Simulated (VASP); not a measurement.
Input of a VASP 6.6.1 run:

File INCAR:

```
SYSTEM = AlN
ALGO = Normal ; EDIFF = 1E-6
ENCUT = 600 ; GGA = PE
GGA_COMPAT = .False. ; ISIF = 2
ISMEAR = -1 ; LASPH = .True.
LCHARG = .False. ; LREAL = .False.
LWAVE = .False. ; NBANDS = 16
NELM = 120 ; PREC = Accurate
SIGMA = 0.02
```

Contents of KPOINTS:

```
k-points
0
Gamma
  12 12 6
  0 0 0
```

Contents of POSCAR:

```
AlN
1.0
    3.1066937604      0.0000000000      0.0000000000
   -1.5533468802      2.6904757183      0.0000000000
    0.0000000000      0.0000000000      4.9785915490
Al N
2 2
Direct
    0.3333333333      0.6666666667     -0.0032954727
    0.6666666667      0.3333333333      0.4967045273
    0.3333333333      0.6666666667      0.3782954727
    0.6666666667      0.3333333333      0.8782954727
```

Potentials or basis: VASP PAW PBE potentials, release 64 (Al, N).

Run with:

```sh
$ cat potpaw_PBE.64/Al/POTCAR potpaw_PBE.64/N/POTCAR > POTCAR
$ mpirun -np 1 vasp_std > vasp.out
```

(1) Estimate the band gap on the k mesh.

(2) Predict the pressure.

Results:

(1) 4.24 eV.

(2) 4.3 GPa.

Caveat: the cell stands under pressure.
